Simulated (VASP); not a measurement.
A run of VASP 6.6.1 is set up as follows.

Contents of INCAR:

```
PREC     = Accurate       # precision mode
ENCUT    = 910            # plane-wave cutoff, eV
EDIFF    = 1E-8           # SCF threshold, eV
ISMEAR   = -1             # smearing method
SIGMA    = 0.05           # smearing width, eV
LREAL    = False          # projectors in reciprocal space
LASPH    = True           # aspherical terms in the spheres
NELM     = 120            # most SCF steps
ALGO     = Normal         # electronic algorithm
ISIF     = 2              # what is computed and relaxed
LWAVE    = False          # write WAVECAR
LCHARG   = False          # write CHGCAR
GGA      = PE             # functional
LEFG     = True         
NBANDS   = 28             # bands
GGA_COMPAT= False
```

File KPOINTS:

```
regular mesh
0
Gamma
  9 9 9
```

The input POSCAR:

```
BaTiO3
1.0
    2.8276681575      1.6325549719      2.3177316080
   -2.8276681575      1.6325549719      2.3177316080
    0.0000000000     -3.2651099438      2.3177316080
Ba Ti O
1 1 3
Direct
    0.0000000000      0.0000000000      0.0000000000
    0.5140000000      0.5140000000      0.5140000000
    0.4916000000      0.4916000000      0.9815000000
    0.4916000000      0.9815000000      0.4916000000
    0.9815000000      0.4916000000      0.4916000000
```

Potentials or basis: VASP PAW PBE potentials, release 64 (Ba_sv, Ti_sv, O_h).

Launch:

```console
$ cat potpaw_PBE.64/Ba_sv/POTCAR potpaw_PBE.64/Ti_sv/POTCAR potpaw_PBE.64/O_h/POTCAR > POTCAR
$ mpirun -np 1 vasp_std > vasp.out
```

**Question.** What does it give for the largest force?

**Answer.** 0.197 eV/Å.

**Question.** Predict the pressure.

**Answer.** 6.4 GPa.

**Question.** What does it give for the band gap on the k mesh?

**Answer.** 2.39 eV (least direct gap 2.74 eV).

Stress tensor (GPa, compression positive):
```
6.55 0.00 0.00
0.00 6.55 0.00
0.00 0.00 6.20
```

Caveat: the cell stands under pressure; without QUAD_EFG the Cq values of the log hold for a quadrupole moment of 1 mb, not for the nuclei; spin-orbit coupling is left out, which moves the levels of the heavy elements. A k mesh can miss the band edges.
